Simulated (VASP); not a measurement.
Here is a VASP 6.6.1 calculation.

The input INCAR:

```
SYSTEM = Si2Mo
PREC = Accurate
ENCUT = 520
EDIFF = 1E-7
ISMEAR = 1
SIGMA = 0.1
LREAL = .FALSE.
LASPH = .TRUE.
NELM = 100
ALGO = Normal
ISIF = 2
LWAVE = .FALSE.
LCHARG = .TRUE.
GGA = PS
LELF = .TRUE.
LVHAR = .TRUE.
NBANDS = 18
```

Contents of KPOINTS:

```
Automatic mesh
0
G
  14 14 14
  0 0 0
```

Contents of POSCAR:

```
Si2Mo
1.0
   -1.6000000000      1.6000000000      3.9305000000
    1.6000000000     -1.6000000000      3.9305000000
    1.6000000000      1.6000000000     -3.9305000000
Si Mo
2 1
Direct
    0.3330000000      0.3330000000      0.0000000000
    0.6670000000      0.6670000000      0.0000000000
    0.0000000000      0.0000000000      0.0000000000
```

Potentials or basis: VASP PAW PBE potentials, release 64 (Si, Mo_sv).

Run with:

```bash
$ cat potpaw_PBE.64/Si/POTCAR potpaw_PBE.64/Mo_sv/POTCAR > POTCAR
$ mpirun -np 1 vasp_std > vasp.out
```

(1) Estimate the pressure.

(2) Predict the band gap on the k mesh.

(3) Predict the largest force.

Results:

(1) -2.4 GPa.

(2) zero (band 11 reaches 12.71 eV, above the bottom of band 12 at 11.67 eV).

(3) 0.333 eV/Å.

Caveat: the PAW data sets were made with another functional, which shifts forces and pressure a little.
